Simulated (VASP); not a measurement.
Runs of VASP 6.6.1 on TiC. The structure is that of space group Fm-3m (No. 225), or close to it. The cells are those of the table. 

| cell | gap on the mesh (eV) | pressure (GPa) |
| --- | --- | --- |
| a = 3.106 Å, angles 60.0°, 2 atoms | none | -9.4 |
| a = 3.083, b = 3.083, c = 3.060 Å, angles 60.2, 60.2, 59.5°, 2 atoms | none | -2.5 |
| a = 3.107, b = 3.107, c = 3.152 Å, angles 59.5, 59.5, 61.0°, 2 atoms | none | -12.0 |
| a = 3.107, b = 3.107, c = 3.060 Å, angles 60.5, 60.5, 59.0°, 2 atoms | none | (b) |
| a = 3.084, b = 3.084, c = 3.014 Å, angles 60.7, 60.7, 58.5°, 2 atoms | none | (a) |

Alike in all rows: task single point; level PBE; potentials or basis VASP PAW PBE potentials, release 64 (Ti_sv, C); no spin polarisation; k mesh 18 × 18 × 18; cutoff (eV) 520; smearing gaussian 0.15 eV.

Problem. Estimate the missing entries.

Solution. (a) 2.2; (b) -5.7.

A gap of «none» marks levels without a gap at the run's occupations.
